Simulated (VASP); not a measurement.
InSb, 12 atoms in the cell. The cell holds a slab with vacuum, 12 atoms: a = 9.259 Å, b = 6.547 Å, c = 24.923 Å, α = 90.00°, β = 90.00°, γ = 90.00°. 

* Program: VASP 6.6.1
* Task: single point
* Functional: PBE
* Dispersion: D3(BJ)
* Potentials or basis: VASP PAW PBE potentials, release 64 (In_d, Sb)
* Cutoff: 520 eV
* k mesh: 2 × 3 × 1
* Occupations: gaussian, width 0.1 eV
* Spin: no spin polarisation
* Dipole correction: yes
* Further INCAR settings: ALGO = Normal; EDIFF = 1e-07; NBANDS = 66

Potentials or basis: VASP PAW PBE potentials, release 64 (In_d, Sb).

Command:

```bash
$ cat potpaw_PBE.64/In_d/POTCAR potpaw_PBE.64/Sb/POTCAR > POTCAR
$ mpirun -np 1 vasp_std > vasp.out
```

Hardware: 1 thread of Intel(R) Xeon(R) 6975P-C (Granite Rapids) (shared host).

Estimate the wall time of this run.

Wall time 19 min on 1 thread of Intel(R) Xeon(R) 6975P-C (Granite Rapids), with other jobs on the host, peak memory 1.2 GiB. Counts: scf iterations 30, k points 4.
